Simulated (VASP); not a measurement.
Write the native input for VASP 6.6.1 that does the following.

| Property | Result |
| --- | --- |
| Task | single point |
| Functional | r2SCAN |
| Potentials or basis | VASP PAW PBE potentials, release 64 (Si, C) |
| Cutoff | 580 eV |
| k mesh | 2 × 2 × 2, shifted |
| Occupations | gaussian, width 0.01 eV |
| Spin | no spin polarisation |
| Dipole correction | no |
| Further INCAR settings | LREAL = Auto; ALGO = Normal; EDIFF = 1e-06; NBANDS = 88 |

System: Si32C (a cell with a defect).

```xyz
33
Lattice="5.4437 -5.4437 5.4437 5.4437 5.4437 -5.4437 -5.4437 5.4437 5.4437" Properties=species:S:1:pos:R:3 pbc="T T T"
Si   -1.4706    6.6200    1.4681
Si   -1.3945    4.1311    4.1524
Si   -1.4127    1.4609    6.7648
Si    6.8250   -1.3131    1.2984
Si    4.2121    4.3907    4.2216
Si    1.3880    1.4854   -1.3906
Si    1.2196   -1.0530    1.2298
Si    4.1203    1.4607    1.4099
Si    6.7551    1.4606   -1.4024
Si    4.0148   -1.3572    4.0250
Si   -1.4010    1.4851    1.3985
Si    1.4162    4.0866    1.4264
Si    4.1423    4.1312   -1.3839
Si    1.3999    1.4608    4.1299
Si    1.2888   -1.3126    6.8351
Si    1.4569    6.6195   -1.4607
Si    2.6521   -0.0450    5.4310
Si   -2.7757    2.8120    2.7728
Si    2.7789    5.3988    0.0202
Si   -0.0065    2.7763    5.4471
Si    2.8686    2.8294    2.8784
Si   -0.0106    0.1729    8.1197
Si   -0.0075    7.5678    0.0029
Si    2.7648    0.1729    0.0082
Si    0.0101    5.3986    2.7893
Si    2.5630   -2.6138    2.5732
Si    8.1101    0.1722   -0.0004
Si   -0.0064    2.7851    0.0041
Si    2.7624    2.8122   -2.7650
Si   -0.0021    0.1726    2.7750
Si    5.4375    2.7764    0.0036
Si    5.4208   -0.0458    2.6614
C    -0.0047   -1.5822    0.0026
```

This cell differs from its parent crystal: with an interstitial atom, then relaxed in part.

These files were run (other wordings do the same):

POSCAR

```
Si32C
1.0
    5.4437023800     -5.4437023800      5.4437023800
    5.4437023800      5.4437023800     -5.4437023800
   -5.4437023800      5.4437023800      5.4437023800
Si C
32 1
Direct
   -0.0002326038      0.4729691900      0.7428856181
    0.2533143778      0.2513600988      0.7608378262
    0.4915791945      0.0044259253      0.7555230814
    0.7461326715      0.5062670433     -0.0013508686
    0.7746334963      0.7901662456      0.7910352400
   -0.0002436586      0.2639193225      0.0087082548
    0.2249684012      0.0153016821      0.0162401336
    0.5079401468      0.5126103490      0.2636658237
    0.4916394897      0.7546113841      0.0053459083
    0.7384509083      0.2441029086      0.2450401886
   -0.0002342909      0.0077229417      0.2648526946
    0.2610866337      0.5054278525      0.5063657973
    0.2533523323      0.7599098479      0.2523325922
    0.5079135957      0.2627549378      0.5135025108
    0.7461684267     -0.0021855523      0.5072391733
   -0.0003542456      0.7418122230      0.4738298555
    0.7424223152      0.2394626139      0.4946987697
   -0.0002629590      0.0033323405      0.5129566124
    0.2570885734      0.7511156060      0.4977335371
    0.4997127333      0.2544043998      0.7553097754
    0.5278565201      0.5233536917      0.5242578714
    0.7448165734      0.0149104292      0.7616650986
   -0.0004164046      0.6944150889      0.6953678391
    0.2546980858      0.2698245213      0.0166318087
    0.2571235703      0.4967855686      0.7520511958
    0.4717489127     -0.0046712443     -0.0037343319
    0.7448692227      0.7607236712      0.0157806305
   -0.0002176295      0.2552181815      0.2561853769
   -0.0002356573      0.5120261852      0.0043348889
    0.2546862201      0.0156527965      0.2707325875
    0.4997654334      0.7544432441      0.2553451458
    0.7423437842      0.4936912970      0.2402471794
   -0.0001930240     -0.1457558464     -0.1450836543
```

INCAR.step1

```
SYSTEM = Si32C
PREC     = Accurate       ! precision mode
ENCUT    = 580            ! plane-wave cutoff, eV
ISMEAR   = 0              ! smearing method
SIGMA    = 0.01           ! smearing width, eV
LREAL    = Auto         
LASPH    = .TRUE.         ! aspherical terms in the spheres
NELM     = 120            ! most SCF steps
NBANDS   = 88             ! bands
GGA      = PE             ! functional
ALGO     = Normal         ! electronic algorithm
EDIFF    = 1E-5           ! SCF threshold, eV
LWAVE    = .TRUE.         ! write WAVECAR
LCHARG   = .FALSE.        ! write CHGCAR
GGA_COMPAT= .FALSE.
```

INCAR.step2

```
SYSTEM = Si32C
PREC     = Accurate       ! precision mode
ENCUT    = 580            ! plane-wave cutoff, eV
EDIFF    = 1E-6           ! SCF threshold, eV
ISMEAR   = 0              ! smearing method
SIGMA    = 0.01           ! smearing width, eV
LREAL    = Auto         
LASPH    = .TRUE.         ! aspherical terms in the spheres
NELM     = 120            ! most SCF steps
ALGO     = Normal         ! electronic algorithm
ISIF     = 2              ! what is computed and relaxed
LWAVE    = .FALSE.        ! write WAVECAR
LCHARG   = .FALSE.        ! write CHGCAR
METAGGA  = R2SCAN         ! meta-GGA
LMIXTAU  = .TRUE.       
NBANDS   = 88             ! bands
ISTART   = 1            
GGA_COMPAT= .FALSE.
```

KPOINTS

```
Automatic mesh
0
Gamma
  2 2 2
  0.5 0.5 0.5
```

Potentials or basis: VASP PAW PBE potentials, release 64 (Si, C).

The run is started by

```sh
$ cat potpaw_PBE.64/Si/POTCAR potpaw_PBE.64/C/POTCAR > POTCAR
$ cp INCAR.step1 INCAR
$ mpirun -np 1 vasp_std > vasp.out
$ cp INCAR.step2 INCAR
$ mpirun -np 1 vasp_std > vasp.out
```

Results of the run:

```yaml
Pressure: 1.0 GPa
Largest_force: 0.013 eV/Å
Band_gap_on_the_k_mesh: 0.28 eV
```

Caveat: the cell differs from its parent crystal (with an interstitial atom, then relaxed in part); the PAW data sets were made with another functional, which shifts forces and pressure a little.

Wall time 16 min on 1 thread of AMD EPYC 9R45 96-Core Processor (Zen 5), with other jobs on the host, peak memory 1.1 GiB.
